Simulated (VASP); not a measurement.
Set up this calculation in VASP 6.6.1, as the native input.

```
Task                   : single point
Functional             : PBE
Potentials or basis    : VASP PAW PBE potentials, release 64 (Ta_pv, Ge_d, N)
Cutoff                 : 520 eV
k mesh                 : 6 × 6 × 4
Occupations            : gaussian, width 0.1 eV
Spin                   : no spin polarisation
Dipole correction      : no
Further INCAR settings : ALGO = Normal; EDIFF = 1e-07; NBANDS = 36
```

The structure of TaGe2N3 lies in POSCAR:

```
TaGe2N3
1.0
    5.1749186300      0.0000000000      0.0000000000
   -2.5874593100      4.4816109900      0.0000000000
    0.0000000000      0.0000000000      3.9404608000
Ta Ge N
1 2 3
Direct
    0.0000000000      0.0000000000      0.0000000000
    0.3333333300      0.6666666700      0.0000000000
    0.6666666700      0.3333333300      0.0000000000
    0.3333333300      0.6666666700      0.5000000000
    0.6666666700      0.3333333300      0.5000000000
    0.0000000000      0.0000000000      0.5000000000
```

The cell was built from a structure type or drawn by symmetry, and may not be a known phase.

One way to write it, as run:

INCAR

```
PREC = Accurate
ENCUT = 520
EDIFF = 1E-7
ISMEAR = 0
SIGMA = 0.1
LREAL = False
LASPH = True
NELM = 100
ALGO = Normal
ISIF = 2
LWAVE = False
LCHARG = False
GGA = PE
NBANDS = 36
```

KPOINTS

```
regular mesh
0
Gamma
  6 6 4
```

Potentials or basis: VASP PAW PBE potentials, release 64 (Ta_pv, Ge_d, N).

Launch:

```bash
$ cat potpaw_PBE.64/Ta_pv/POTCAR potpaw_PBE.64/Ge_d/POTCAR potpaw_PBE.64/N/POTCAR > POTCAR
$ mpirun -np 1 vasp_std > vasp.out
```

Results of the run:

* Pressure: -6.0 GPa
* Band gap on the k mesh: zero (bands 27 and 28 overlap by 0.73 eV)

Caveat: the k points lie up to 0.40 Å⁻¹ apart, too coarse for converged energies and pressures of a metal; spin-orbit coupling is left out, which moves the levels of the heavy elements.

Wall time 54 s on 1 thread of AMD EPYC 9R45 96-Core Processor (Zen 5), with other jobs on the host, peak memory 0.21 GiB.
